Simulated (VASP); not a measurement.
# Ru5C in VASP: a series of runs

Runs on Ru5C. Level: LDA. Tasks: single point.

Program: VASP 6.6.1. These are calculated values, not measurements. Logs are shortened: lines on timing, memory, paths and dates and some standing lists are left out, and cuts for length are marked.

**1. The cell of the first run**

The cell holds a slab with vacuum, 6 atoms: a = 2.674 Å, b = 2.674 Å, c = 25.400 Å, α = 90.00°, β = 90.00°, γ = 120.00°.

**2. Single point, LDA, collinear spin**

Input file INCAR:

```
SYSTEM = Ru5C
ALGO = Normal
DIPOL = 0.5 0.5 0.360
EDIFF = 1E-6
ENCUT = 520
IDIPOL = 3
ISIF = 2
ISMEAR = 0
ISPIN = 2
KPAR = 4
LASPH = .True.
LCHARG = .False.
LDIPOL = .True.
LMAXMIX = 4
LORBIT = 11
LREAL = .False.
LWAVE = .False.
MAGMOM = 0 0 0 0 0 2
NBANDS = 50
NELM = 150
PREC = Accurate
SIGMA = 0.1
```

Input file KPOINTS:

```
k-points
0
Gamma
  12 12 1
  0 0 0
```

Input file POSCAR:

```
Ru5C
1.0
    2.6740588505      0.0000000000      0.0000000000
   -1.3370294253      2.3158028958      0.0000000000
    0.0000000000      0.0000000000     25.3999246690
Ru C
5 1
Direct
    0.6666666667      0.3333333333      0.1574807820
    0.3333333333      0.6666666667      0.2406849853
    0.6666666667      0.3333333333      0.3240221034
    0.3333333333      0.6666666667      0.4078536871
    0.6666666667      0.3333333333      0.4881874585
    1.1666666667      0.3333333333      0.5405498185
```

Potentials or basis: VASP PAW LDA potentials, release 64 (Ru_pv, C).

On the command line:

```console
> cat potpaw_LDA.64/Ru_pv/POTCAR potpaw_LDA.64/C/POTCAR > POTCAR
> mpirun -np 4 vasp_std > vasp.out
```

OUTCAR:

```text
SYSTEM = Ru5C
   EDIFF = 1E-6
   ENCUT = 520
   ISIF = 2
   ISMEAR = 0
   ISPIN = 2
   LASPH = .True.
   LORBIT = 11
   LREAL = .False.
   NELM = 150
   PREC = Accurate

 ion  position               nearest neighbor table
   1  0.667  0.333  0.157-   2 2.62   2 2.62   2 2.62
   2  0.333  0.667  0.241-   1 2.62   1 2.62   1 2.62   3 2.62   3 2.62   3 2.62
   3  0.667  0.333  0.324-   2 2.62   2 2.62   2 2.62   4 2.63   4 2.63   4 2.63
   4  0.333  0.667  0.408-   5 2.56   5 2.56   5 2.56   3 2.63   3 2.63   3 2.63
   5  0.667  0.333  0.488-   6 1.89   6 1.89   4 2.56   4 2.56   4 2.56   6 2.67   6 2.67
   6  0.167  0.333  0.541-   5 1.89   5 1.89   5 2.67   5 2.67

  LATTYP: Found a hexagonal cell.
 ALAT       =     2.6740588505
 C/A-ratio  =     9.4986408636

  Lattice vectors:

 A1 = (   2.6740588505,   0.0000000000,   0.0000000000)
 A2 = (  -1.3370294253,   2.3158028958,   0.0000000000)
 A3 = (   0.0000000000,   0.0000000000,  25.3999246690)

Analysis of symmetry for initial positions (statically):
=====================================================================
 Subroutine PRICEL returns:
 Original cell was already a primitive cell.

 Routine SETGRP: Setting up the symmetry group for a
 hexagonal supercell.

 Subroutine GETGRP returns: Found  2 space group operations
 (whereof  2 operations were pure point group operations)
 out of a pool of 24 trial point group operations.

The static configuration has the point symmetry C_1h.

Analysis of symmetry for dynamics (positions and initial velocities):
=====================================================================
 Subroutine PRICEL returns:
 Original cell was already a primitive cell.

 Routine SETGRP: Setting up the symmetry group for a
 hexagonal supercell.

 Subroutine GETGRP returns: Found  2 space group operations
 (whereof  2 operations were pure point group operations)
 out of a pool of 24 trial point group operations.

The dynamic configuration has the point symmetry C_1h.

Analysis of structural, dynamic, and magnetic symmetry:
=====================================================================
 Subroutine PRICEL returns:
 Original cell was already a primitive cell.

 Routine SETGRP: Setting up the symmetry group for a
 hexagonal supercell.

 Subroutine GETGRP returns: Found  2 space group operations
 (whereof  2 operations were pure point group operations)
 out of a pool of 24 trial point group operations.

The overall configuration has the point symmetry C_1h.

 Subroutine INISYM returns: Found  2 space group operations
 (whereof  2 operations are pure point group operations),
 and found     1 'primitive' translations

----------------------------------------------------------------------------------------

                                     Primitive cell

  volume of cell :     157.2914

  direct lattice vectors                    reciprocal lattice vectors
     2.674058850  0.000000000  0.000000000     0.373963348  0.215907840  0.000000000
    -1.337029425  2.315802896  0.000000000     0.000000000  0.431815679  0.000000000
     0.000000000  0.000000000 25.399924669     0.000000000  0.000000000  0.039370196

  length of vectors
     2.674058850  2.674058851 25.399924669     0.431815679  0.431815679  0.039370196

  position of ions in fractional coordinates (direct lattice)
     0.666666667  0.333333333  0.157480782
     0.333333333  0.666666667  0.240684985
     0.666666667  0.333333333  0.324022103
     0.333333333  0.666666667  0.407853687
     0.666666667  0.333333333  0.488187459
     0.166666667  0.333333333  0.540549818

  ion indices of the primitive-cell ions
   primitive index   ion index
                 1           1
                 2           2
                 3           3
                 4           4
                 5           5
                 6           6

[... 50 lines left out ...]
 -0.083333  0.416667  0.000000      4.000000
 -0.416667  0.333333  0.000000      4.000000
 [... further k-points ...]
   k-points           NKPTS =     43   k-points in BZ     NKDIM =     43   number of bands    NBANDS=     50
   number of dos      NEDOS =    301   number of ions     NIONS =      6
   total plane-waves  NPLWV =  76800
   dimension x,y,z NGX =    20 NGY =   20 NGZ =  192
   dimension x,y,z NGXF=    40 NGYF=   40 NGZF=  384
   ions per type =               5   1
   NGX,Y,Z   is equivalent  to a cutoff of  12.43, 12.43, 12.57 a.u.
   NGXF,Y,Z  is equivalent  to a cutoff of  24.87, 24.87, 25.13 a.u.
 SYSTEM =  Ru5C
   PREC   = accura    normal or accurate (medium, high low for compatibility)
   ISTART =      0    job   : 0-new  1-cont  2-samecut
   ICHARG =      2    charge: 1-file 2-atom 10-const
   ISPIN  =      2    spin polarized calculation?
   LNONCOLLINEAR =      F non collinear calculations
   LSORBIT =      F    spin-orbit coupling
   LASPH  =      T    aspherical Exc in radial PAW
   ENCUT  =  520.0 eV  38.22 Ry    6.18 a.u.   4.97  4.97 47.23*2*pi/ulx,y,z
   NELM   =    150;   NELMIN=  2; NELMDL= -5     # of ELM steps
   EDIFF  = 0.1E-05   stopping-criterion for ELM
   LREAL  =      F    real-space projection
   EDIFFG = 0.1E-04   stopping-criterion for IOM
   NSW    =      0    number of steps for IOM
   IBRION =     -1    ionic relax: 0-MD 1-quasi-New 2-CG
   NFREE  =      0    steps in history (QN), initial steepest desc. (CG)
   ISIF   =      2    stress and relaxation
   ISYM   =      2    0-nonsym 1-usesym 2-fastsym
   POTIM  = 0.5000    time-step for ionic-motion
   TEBEG  =    0.0;   TEEND  =   0.0 temperature during run
   PSTRESS=    0.0 pullay stress
   NELECT =      74.0000    total number of electrons
   NUPDOWN=      -1.0000    fix difference up-down
   EMIN   =  10.00;   EMAX   =-10.00  energy-range for DOS
   EFERMI =   0.00;   METHOD = LEGACY
   ISMEAR =     0;   SIGMA  =   0.10  broadening in eV -4-tet -1-fermi 0-gaus
   EFERMI_NEDOS =   21; number of points for ismear=-14 and -15
   IALGO  =     38    algorithm
   IMIX   =      4    mixing-type and parameters
     AMIX     =   0.40;   BMIX     =  1.00
     AMIX_MAG =   1.60;   BMIX_MAG =  1.00
  volume/ion in A,a.u.               =      26.22       176.91
  Fermi-wavevector in a.u.,A,eV,Ry     =   1.273260  2.406112 22.057641  1.621191
  Thomas-Fermi vector in A             =   2.406093
   LORBIT       =     11    0 simple, 1 ext, 2 COOP (PROOUT), +10 PAW based schemes
   GGA     = CA    functional components
   LHFCALC =     F    Hartree Fock is set to
   AEXX    =    0.0000 exact exchange contribution
   IVDW    =     0    specifies the selected vdW correction
   LEPSILON=     F    determine dielectric tensor
   LRPA    =     F    only Hartree local field effects (RPA)
 spin polarized calculation
 Gauss-broadening in eV      SIGMA  =   0.10
  energy-cutoff  :      520.00
  volume of cell :      157.29
 maximum number of plane-waves:      4323
   NGX =  9   NGY =  9   NGZ = 95

 dipolmoment           0.000000      0.000000     -0.320234 electrons x Angstroem

 number of electron      74.0000016 magnetization       0.0027951

 dipolmoment           0.000000      0.000000      0.027621 electrons x Angstroem

 Free energy of the ion-electron system (eV)
  ---------------------------------------------------
  ext. energy  EPLUGINS =         0.00000000
  ---------------------------------------------------
  free energy    TOTEN  =       -58.33188777 eV

  energy without entropy =      -58.30700724  energy(sigma->0) =      -58.31944750

 E-fermi :   2.7667     XC(G=0):  -7.3932

 val. band max:        2.7536489739   @ k =   0.5000   0.4167   0.0000
 cond. band min:       2.7854975507   @ k =   0.4167   0.0833   0.0000
 fundamental gap:      0.0318485768
 Fermi energy:         2.7666775224

 spin component 1

 k-point     1 :       0.0000    0.0000    0.0000
  band No.  band energies     occupation
      1     -41.0791      1.00000
      2     -40.7132      1.00000
      3     -40.4964      1.00000
      4     -40.2798      1.00000
      5     -40.1588      1.00000
      6     -39.8682      1.00000
[... 1237 lines left out ...]
     48       9.3805      0.00000
     49      11.3607      0.00000

 [... further k-points ...]

 spin component 2

 k-point     1 :       0.0000    0.0000    0.0000
  band No.  band energies     occupation
      1     -41.0780      1.00000
      2     -40.7129      1.00000
      3     -40.4948      1.00000
      4     -40.2795      1.00000
      5     -40.1571      1.00000
      6     -39.8682      1.00000
[... 1237 lines left out ...]
     48       9.3813      0.00000
     49      11.3651      0.00000

 [... further k-points ...]

 [bands above 49 left out]

------------------------ aborting loop because EDIFF is reached ----------------------------------------

 vacuum level on the upper side and lower side of the slab       (xc-potential included)         0.116        -0.740

  FORCE on cell =-STRESS in cart. coord.  units (eV):
  Direction    XX          YY          ZZ          XY          YZ          ZX
  --------------------------------------------------------------------------------------
  -------------------------------------------------------------------------------------
  Total        4.5615037      0.4749342      2.2169972     -0.0000000     -0.6255232      0.0000000
  in kB       46.4636831      4.8377008     22.5824334     -0.0000000     -6.3716077      0.0000000
  external PRESSURE =      24.6279391 kB  Pullay stress =       0.0000000 kB

 VOLUME and BASIS-vectors are now :
 -----------------------------------------------------------------------------
  energy-cutoff  :      520.00
  volume of cell :      157.29
      direct lattice vectors                 reciprocal lattice vectors
     2.674058850  0.000000000  0.000000000     0.373963348  0.215907840  0.000000000
    -1.337029425  2.315802896  0.000000000     0.000000000  0.431815679  0.000000000
     0.000000000  0.000000000 25.399924669     0.000000000  0.000000000  0.039370196

 POSITION                                       TOTAL-FORCE (eV/Angst)
 -----------------------------------------------------------------------------------
      1.33703      0.77193      4.00000         0.000000     -0.010794      0.725157
     -0.00000      1.54387      6.11338        -0.000000      0.016149     -0.452626
      1.33703      0.77193      8.23014        -0.000000      0.011762     -0.248872
     -0.00000      1.54387     10.35945        -0.000000      0.495740     -2.432690
      1.33703      0.77193     12.39992         0.000000     -0.848111      2.561816
      0.00000      0.77193     13.72992        -0.000000      0.335254     -0.152785
 -----------------------------------------------------------------------------------
    total drift:                               -0.000000     -0.000422     -0.000245

  FREE ENERGIE OF THE ION-ELECTRON SYSTEM (eV)
  ---------------------------------------------------
  free  energy   TOTEN  =       -58.3318877697 eV

  energy  without entropy=      -58.3070072358  energy(sigma->0) =      -58.31944750

 vacuum level on the upper side and lower side of the slab         9.031         7.905

 total charge

# of ion       s       p       d       tot
------------------------------------------
    1        0.403   6.232   5.955  12.590
    2        0.419   6.339   5.972  12.730
    3        0.418   6.338   5.985  12.742
    4        0.428   6.347   6.038  12.814
    5        0.451   6.440   6.232  13.123
    6        0.998   1.248   0.000   2.245
--------------------------------------------------
tot          3.117  32.945  30.182  66.244

 magnetization (x)

# of ion       s       p       d       tot
------------------------------------------
    1        0.000   0.000   0.000   0.000
    2       -0.000   0.000   0.000   0.000
    3       -0.000  -0.000  -0.000  -0.000
    4       -0.000  -0.000   0.000   0.000
    5       -0.000  -0.000   0.001   0.001
    6       -0.000  -0.000   0.000  -0.000
--------------------------------------------------
tot         -0.000  -0.000   0.001   0.001
```

It took 10 min on 4 MPI ranks of AMD EPYC 7R13 (Zen 3), shared host; peak memory 0.54 GiB.

Results:

- Free energy: -58.3319 eV
- Largest force: 2.699 eV/Å
- Band gap on the k mesh: zero (filled and empty bands overlap)
- Net moment: 0.00 μB per cell
- Valence electrons inside the program's atomic spheres: Ru 12.59, 12.73, 12.74, 12.81, 13.12; C 2.25

Forces in eV/Å, atoms in the order of the input:
```
Ru   0.000 -0.011  0.725
Ru   0.000  0.016 -0.453
Ru   0.000  0.012 -0.249
Ru   0.000  0.496 -2.433
Ru   0.000 -0.848  2.562
C    0.000  0.335 -0.153
```

Levels at points of the mesh, in eV from the Fermi level:
Spin up:
| k point | band 34 | band 35 | band 36 | band 37 | band 38 | band 39 |
| --- | --- | --- | --- | --- | --- | --- |
| (0.00, 0.00, 0.00) | -2.07 | -2.06 | -1.42 | -0.90 | -0.90 | -0.58 |
| (0.50, 0.00, 0.00) | -0.02 | 0.41 | 0.82 | 1.40 | 1.47 | 1.54 |
| (0.00, 0.50, 0.00) | -0.11 | 0.91 | 0.94 | 1.33 | 1.54 | 1.57 |
Spin down:
| k point | band 34 | band 35 | band 36 | band 37 | band 38 | band 39 |
| --- | --- | --- | --- | --- | --- | --- |
| (0.00, 0.00, 0.00) | -2.07 | -2.06 | -1.42 | -0.90 | -0.90 | -0.58 |
| (0.50, 0.00, 0.00) | -0.02 | 0.41 | 0.82 | 1.40 | 1.47 | 1.54 |
| (0.00, 0.50, 0.00) | -0.11 | 0.92 | 0.94 | 1.33 | 1.54 | 1.57 |

**3. Single point, LDA, collinear spin**

Input file INCAR:

```
PREC = Accurate ; ENCUT = 520
EDIFF = 1E-6 ; ISMEAR = 0
SIGMA = 0.1 ; LREAL = False
LASPH = True ; NELM = 150
ALGO = Normal ; ISIF = 2
LWAVE = False ; LCHARG = False
ISPIN = 2 ; MAGMOM = 0 0 0 0 0 2
LORBIT = 11 ; LMAXMIX = 4
LDIPOL = True ; IDIPOL = 3
DIPOL = 0.5 0.5 0.360 ; NBANDS = 50
KPAR = 4
```

Input file KPOINTS:

```
Automatic mesh
0
Gamma
  12 12 1
```

POSCAR is that of step 2.

Potentials or basis: VASP PAW LDA potentials, release 64 (Ru_pv, C).

On the command line:

```console
> cat potpaw_LDA.64/Ru_pv/POTCAR potpaw_LDA.64/C/POTCAR > POTCAR
> mpirun -np 4 vasp_std > vasp.out
```

Wall time 16 min (4 MPI ranks of Oxide Virtual Turin-like, shared host); peak memory 0.53 GiB.

Results (log left out):

```
Free energy                                           : -58.3319 eV
Largest force                                         : 2.699 eV/Å
Band gap on the k mesh                                : zero (filled and empty bands overlap)
Net moment                                            : 0.00 μB per cell
Valence electrons inside the program's atomic spheres : Ru 12.59, 12.73, 12.74, 12.81, 13.12; C 2.25
```

Forces in eV/Å, atoms in the order of the input:
```
Ru   0.000 -0.011  0.725
Ru   0.000  0.016 -0.453
Ru   0.000  0.012 -0.249
Ru   0.000  0.496 -2.433
Ru   0.000 -0.848  2.562
C    0.000  0.335 -0.153
```

Levels at points of the mesh, in eV from the Fermi level:
Spin up:
| k point | band 33 | band 34 | band 35 | band 36 | band 37 | band 38 | band 39 | band 40 |
| --- | --- | --- | --- | --- | --- | --- | --- | --- |
| (0.00, 0.00, 0.00) | -2.25 | -2.07 | -2.06 | -1.42 | -0.90 | -0.90 | -0.58 | 0.08 |
| (0.50, 0.00, 0.00) | -0.55 | -0.02 | 0.41 | 0.82 | 1.40 | 1.47 | 1.54 | 1.72 |
| (0.00, 0.50, 0.00) | -0.34 | -0.11 | 0.91 | 0.94 | 1.33 | 1.54 | 1.57 | 1.72 |
Spin down:
| k point | band 33 | band 34 | band 35 | band 36 | band 37 | band 38 | band 39 | band 40 |
| --- | --- | --- | --- | --- | --- | --- | --- | --- |
| (0.00, 0.00, 0.00) | -2.25 | -2.07 | -2.06 | -1.42 | -0.90 | -0.90 | -0.58 | 0.08 |
| (0.50, 0.00, 0.00) | -0.55 | -0.02 | 0.41 | 0.82 | 1.40 | 1.47 | 1.54 | 1.72 |
| (0.00, 0.50, 0.00) | -0.34 | -0.11 | 0.92 | 0.94 | 1.33 | 1.54 | 1.57 | 1.72 |

**4. Single point, LDA, collinear spin**

Input file INCAR:

```
PREC     = Accurate       # precision mode
ENCUT    = 520            # plane-wave cutoff, eV
EDIFF    = 1E-6           # SCF threshold, eV
ISMEAR   = 0              # smearing method
SIGMA    = 0.1            # smearing width, eV
LREAL    = False          # projectors in reciprocal space
LASPH    = True           # aspherical terms in the spheres
NELM     = 150            # most SCF steps
ALGO     = Normal         # electronic algorithm
ISIF     = 2              # what is computed and relaxed
LWAVE    = False          # write WAVECAR
LCHARG   = True           # write CHGCAR
ISPIN    = 2              # spin polarisation
MAGMOM   = 0 0 0 0 0 2    # initial moments
LORBIT   = 11             # projections on sites
LMAXMIX  = 4              # l up to which the mixer works
LDIPOL   = True         
IDIPOL   = 3            
DIPOL    = 0.5 0.5 0.369
LVHAR    = True         
LVACPOTAV= True         
NBANDS   = 50             # bands
KPAR     = 4
```

Input file KPOINTS:

```
regular mesh
0
Gamma
  12 12 1
```

Changes to POSCAR since step 3:

```diff
@@ -13,2 +13,2 @@
     0.6666666667      0.3333333333      0.4881874585
-    1.1666666667      0.3333333333      0.5405498185
+    1.1666666667      0.3333333333      0.5972429000
```

On the command line:

```console
> cat potpaw_LDA.64/Ru_pv/POTCAR potpaw_LDA.64/C/POTCAR > POTCAR
> mpirun -np 4 vasp_std > vasp.out
```

Run time: 18 min. Hardware: 4 MPI ranks of Oxide Virtual Turin-like, shared host; peak memory 0.53 GiB.

Results (log left out):

```
Free energy                                           : -55.3032 eV
Largest force                                         : 1.531 eV/Å
Band gap on the k mesh                                : zero (filled and empty bands overlap)
Net moment                                            : 0.00 μB per cell
Valence electrons inside the program's atomic spheres : Ru 12.59, 12.73, 12.75, 12.77, 12.61; C 1.91
```

Forces in eV/Å, atoms in the order of the input:
```
Ru   0.000  0.004  0.784
Ru   0.000  0.006 -0.849
Ru   0.000  0.013  0.010
Ru   0.000  0.026  0.199
Ru   0.000 -0.024  1.387
C    0.000 -0.025 -1.531
```

Levels at points of the mesh, in eV from the Fermi level:
Spin up:
```
           k point  band 33  band 34  band 35  band 36  band 37  band 38  band 39  band 40  band 41  band 42
(0.00, 0.00, 0.00)    -2.04    -2.04    -1.96    -1.07    -1.07    -0.65    -0.24    -0.23     0.63     0.63
(0.50, 0.00, 0.00)    -0.82     0.37     0.60     0.93     1.41     1.51     1.55     1.68     1.81     2.04
(0.00, 0.50, 0.00)    -0.83     0.37     0.57     0.89     1.35     1.50     1.54     1.67     1.81     2.04
```
Spin down:
| k point | band 33 | band 34 | band 35 | band 36 | band 37 | band 38 | band 39 | band 40 | band 41 | band 42 |
| --- | --- | --- | --- | --- | --- | --- | --- | --- | --- | --- |
| (0.00, 0.00, 0.00) | -2.04 | -2.04 | -1.96 | -1.07 | -1.07 | -0.65 | -0.24 | -0.23 | 0.63 | 0.63 |
| (0.50, 0.00, 0.00) | -0.82 | 0.37 | 0.60 | 0.93 | 1.41 | 1.51 | 1.55 | 1.68 | 1.81 | 2.04 |
| (0.00, 0.50, 0.00) | -0.83 | 0.37 | 0.57 | 0.89 | 1.35 | 1.50 | 1.54 | 1.67 | 1.81 | 2.04 |

The gap in the log of VASP goes by the Fermi energy; the results here count the filled bands.